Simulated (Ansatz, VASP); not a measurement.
**Be in VASP and in Ansatz**

INCAR

```
PREC     = Accurate       # precision mode
ENCUT    = 520            # plane-wave cutoff, eV
EDIFF    = 1E-7           # SCF threshold, eV
ISMEAR   = -1             # smearing method
SIGMA    = 0.1            # smearing width, eV
LREAL    = F              # projectors in reciprocal space
LASPH    = T              # aspherical terms in the spheres
NELM     = 100            # most SCF steps
ALGO     = Normal         # electronic algorithm
ISIF     = 2              # what is computed and relaxed
LWAVE    = F              # write WAVECAR
LCHARG   = F              # write CHGCAR
NBANDS   = 12             # bands
```

Contents of KPOINTS:

```
regular mesh
0
Gamma
  18 18 5
```

The input POSCAR:

```
Be
1.0
    2.2475960595      0.0000000000      0.0000000000
   -1.1237980298      1.9464752849      0.0000000000
    0.0000000000      0.0000000000      7.1682660075
Be
4
Direct
    1.0000000000      0.0000000000      0.0000000000
    1.0000000000      0.0000000000      0.5000000000
    0.3333333333      0.6666666667      0.2500000000
    0.6666666667      0.3333333333      0.7500000000
```

Input for Ansatz:

```yaml
crystal:
  lattice:
    - [2.2475960595, 0.0, 0.0]
    - [-1.1237980298, 1.9464752849, 0.0]
    - [0.0, 0.0, 7.1682660075]
  atoms:
    - { symbol: Be, position: [1.0, 0.0, 0.0] }
    - { symbol: Be, position: [1.0, 0.0, 0.5] }
    - { symbol: Be, position: [0.3333333333, 0.6666666667, 0.25] }
    - { symbol: Be, position: [0.6666666667, 0.3333333333, 0.75] }
hamiltonian:
  xc: lda
  pseudopotentials:
    kind: paw
    azcp:
      Be: "pseudopotentials/Be.paw.azcp"
basis:
  ecutwfc: 420
  fft_grid_basis: typed
kpoints:
  mp_grid: { grid: [18, 18, 5], shift: [0, 0, 0] }
magnetization:
  spin_polarized: false
scf:
  occupations: { method: fermi_dirac, width: 0.1 }
  lower_state_search: "off"
output:
  stress: true
  write_density: true
  write_potential: true
  elf: true
  volumetric_format: npy
```

Alike in both runs: task single point; functional LDA; k mesh 18 × 18 × 5; occupations fermi-dirac, width 0.1 eV; no spin polarisation.

|  | VASP | Ansatz |
| --- | --- | --- |
| version | VASP 6.6.1 | Ansatz 0.2.0 |
| potentials or method | VASP PAW LDA potentials, release 64 (Be), cutoff 520 eV | plane waves (420 eV) with PAW, scalar-relativistic |
| valence electrons in the cell | 8 | 8 |

```csv
,VASP,Ansatz,Ansatz less VASP
pressure (GPa),-4.4,-4.8,-0.41
"traceless stress, the component that is largest in VASP (GPa)",0.35,0.35,-0.004
```

Ansatz warns that its potentials were made for another functional, while VASP's fit it. LDA's correlation is that of Perdew and Zunger in VASP and of Perdew and Wang (1992) in Ansatz.
